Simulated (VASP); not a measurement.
AlGaAs2, 4 atoms in the cell. It takes space group P-4m2 (No. 115, tetragonal). Conventional cell: a = 4.058 Å, b = 4.058 Å, c = 5.733 Å, α = 90.00°, β = 90.00°, γ = 90.00°. Al (site symmetry -4m2) has 4 As at 2.48 Å within 3.3 Å. Ga (site symmetry -4m2) has 4 As at 2.49 Å within 3.3 Å. As (site symmetry 2mm) has 2 Al at 2.48 Å and 2 Ga at 2.49 Å within 3.3 Å. 

| Quantity | Value |
| --- | --- |
| Program | VASP 6.6.1 |
| Task | single point |
| Functional | PBE |
| Potentials or basis | VASP PAW PBE potentials, release 64 (Al, Ga_d, As) |
| Cutoff | 520 eV |
| k mesh | 4 × 4 × 4 |
| Occupations | gaussian, width 0.1 eV |
| Spin | no spin polarisation |
| Dipole correction | no |
| Further INCAR settings | ALGO = Normal; EDIFF = 1e-07; NBANDS = 21 |

Potentials or basis: VASP PAW PBE potentials, release 64 (Al, Ga_d, As).

Command:

```bash
$ cat potpaw_PBE.64/Al/POTCAR potpaw_PBE.64/Ga_d/POTCAR potpaw_PBE.64/As/POTCAR > POTCAR
$ mpirun -np 1 vasp_std > vasp.out
```

Hardware: 1 thread of Intel(R) Xeon(R) Platinum 8259CL CPU @ 2.50GHz (Skylake/Cascade Lake), with other jobs on the host.

Task: Estimate the wall time of this run.

Result: It took 62 s on 1 thread of Intel(R) Xeon(R) Platinum 8259CL CPU @ 2.50GHz (Skylake/Cascade Lake) (shared host), peak memory 0.2 GiB. Counts: scf iterations 16, k points 18.
